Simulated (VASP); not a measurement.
Here is a VASP 6.6.1 calculation.

Contents of INCAR:

```
SYSTEM = AlGa2As3
PREC     = Accurate       ! precision mode
ENCUT    = 600            ! plane-wave cutoff, eV
EDIFF    = 1E-7           ! SCF threshold, eV
ISMEAR   = 0              ! smearing method
SIGMA    = 0.1            ! smearing width, eV
LREAL    = .FALSE.        ! projectors in reciprocal space
LASPH    = .TRUE.         ! aspherical terms in the spheres
NELM     = 100            ! most SCF steps
ALGO     = Normal         ! electronic algorithm
ISIF     = 3              ! what is computed and relaxed
LWAVE    = .FALSE.        ! write WAVECAR
LCHARG   = .FALSE.        ! write CHGCAR
GGA      = PE             ! functional
IBRION   = 2              ! ionic algorithm
NSW      = 90             ! ionic steps
EDIFFG   = -0.04          ! ionic threshold
```

KPOINTS

```
Automatic mesh
0
G
  3 3 6
  0 0 0
```

Contents of POSCAR:

```
AlGa2As3
1.0
    6.1989793300      0.0000000000      0.0000000000
   -3.0994896700      5.3684735800      0.0000000000
    0.0000000000      0.0000000000      3.5667792900
Al Ga As
1 2 3
Direct
    0.0000000000      0.0000000000      0.5000000000
    0.3333333300      0.6666666700      0.5000000000
    0.6666666700      0.3333333300      0.5000000000
    0.0000000000      0.5000000000      0.0000000000
    0.5000000000      0.0000000000      0.0000000000
    0.5000000000      0.5000000000      0.0000000000
```

Potentials or basis: VASP PAW PBE potentials, release 64 (Al, Ga_d, As).

Launch:

```console
$ cat potpaw_PBE.64/Al/POTCAR potpaw_PBE.64/Ga_d/POTCAR potpaw_PBE.64/As/POTCAR > POTCAR
$ mpirun -np 1 vasp_std > vasp.out
```

(1) Predict the relaxed cell.

(2) Estimate the band gap on the k mesh.

Results:

(1) a = 6.597 Å, b = 6.597 Å, c = 3.675 Å, α = 90.00°, β = 90.00°, γ = 120.00°.

(2) zero (bands 22 and 23 overlap by 1.43 eV).

Caveat: the k points lie up to 0.37 Å⁻¹ apart in the final cell, too coarse for converged energies and pressures of a metal.
